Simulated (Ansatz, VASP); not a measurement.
# One calculation of C, two programs

File INCAR:

```
SYSTEM = C
  ALGO = Normal
  EDIFF = 1E-6
  ENCUT = 600
  GGA = PE
  GGA_COMPAT = .FALSE.
  ISIF = 2
  ISMEAR = 1
  LASPH = .TRUE.
  LCHARG = .TRUE.
  LELF = .TRUE.
  LREAL = .FALSE.
  LVHAR = .TRUE.
  LWAVE = .FALSE.
  NBANDS = 8
  NELM = 120
  PREC = Accurate
  SIGMA = 0.15
```

Contents of KPOINTS:

```
k-points
0
G
  16 16 16
  0 0 0
```

File POSCAR:

```
C
1.0
   -1.1840705551      1.1840705551      1.1840705551
    1.1840705551     -1.1840705551      1.1840705551
    1.1840705551      1.1840705551     -1.1840705551
C
1
Direct
    0.0000000000      0.0000000000      0.0000000000
```

Input for Ansatz:

```yaml
crystal:
  lattice:
    - [-1.1840705551, 1.1840705551, 1.1840705551]
    - [1.1840705551, -1.1840705551, 1.1840705551]
    - [1.1840705551, 1.1840705551, -1.1840705551]
  atoms:
    - { symbol: C, position: [0.0, 0.0, 0.0] }
kpoints:
  mp_grid: { grid: [16, 16, 16] }
scf:
  occupations: { method: cold, width: 0.15 }
hamiltonian:
  xc: pbe
  pseudopotentials: { kind: all_electron, lapw: { basis_error: 0.00025 } }
output:
  forces: true
  stress: true
  eigenvalues: true
```

Alike in both runs: task single point; functional PBE; k mesh 16 × 16 × 16; no spin polarisation.

```csv
,VASP,Ansatz
version,VASP 6.6.1,Ansatz 0.2.0
potentials or method,"VASP PAW PBE potentials, release 64 (C), cutoff 600 eV","all-electron LAPW, scalar-relativistic"
occupations,"methfessel-paxton of order 1, width 0.15 eV","cold, width 0.15 eV"
```

```tsv
	VASP	Ansatz	Ansatz less VASP
pressure (GPa)	-0.1	0.1	+0.25
```

Ansatz ran all-electron here, and VASP with PAW potentials.
